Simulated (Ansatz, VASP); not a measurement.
One calculation of Zn2SnN, two programs

```
CELL_PARAMETERS angstrom
4.06910 0.00000 0.00000
-2.03455 3.52394 0.00000
0.00000 0.00000 5.39359
ATOMIC_POSITIONS crystal
Zn 0.33333 0.66667 0.72421
Zn 0.33333 0.66667 0.27579
Sn 0.00000 0.00000 0.00000
N 0.66667 0.33333 0.50000
```

Alike in both runs: task relaxation of cell and atoms; functional PBE; k mesh 6 × 6 × 4; occupations gaussian, width 0.1 eV; no spin polarisation.

```csv
,VASP,Ansatz
version,VASP 6.6.1,Ansatz 0.2.0
potentials or method,"VASP PAW PBE potentials, release 64 (Zn, Sn_d, N), cutoff 600 eV","scalar-relativistic, plane waves, PAW"
valence electrons in the cell,43,43
```

|  | VASP | Ansatz | Ansatz less VASP |
| --- | --- | --- | --- |
| gap on the k mesh at the Fermi level, each at its own relaxed structure (eV) | none | none | - |
| relaxed volume (Å³/atom) | 15.82 | 15.84 | +0.022 |
| relaxed cell length with the largest relative difference (Å) | 7.273 | 7.319 | +0.0454 |

A gap of «none» marks a metal or a gap that the smearing closes.

Noted on VASP's run: the volume moved by over 15 % at a fixed basis, so the end points are rough.
